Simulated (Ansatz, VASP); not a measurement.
One calculation of Cu, two programs

```
Cu
1.0
    -1.44279    1.44279    1.37608
     1.44279   -1.44279    1.37608
     1.44279    1.44279   -1.37608
Cu
1
Direct
  0.00000 0.00000 0.00000
```

Alike in both runs: task single point; functional r2SCAN; k mesh 14 × 14 × 14; occupations gaussian, width 0.1 eV; no spin polarisation.

```csv
,VASP,Ansatz
version,VASP 6.6.1,Ansatz 0.2.0
potentials or method,"VASP PAW PBE potentials, release 64 (Cu), cutoff 520 eV","scalar-relativistic, plane waves, PAW"
valence electrons in the cell,11,19
```

```tsv
	VASP	Ansatz	Ansatz less VASP
gap on the k mesh at the Fermi level (eV)	none	none	-
pressure (GPa)	1.0	0.3	-0.68
traceless stress, the component that is largest in VASP (GPa)	-0.46	-0.37	+0.090
```

VASP's potentials were made for PBE, not for r2SCAN. A gap of «none» marks a metal or a gap that the smearing closes. VASP's potentials hold 11 valence electrons a cell and Ansatz's 19, so a difference there can come from the potentials and not from the codes.
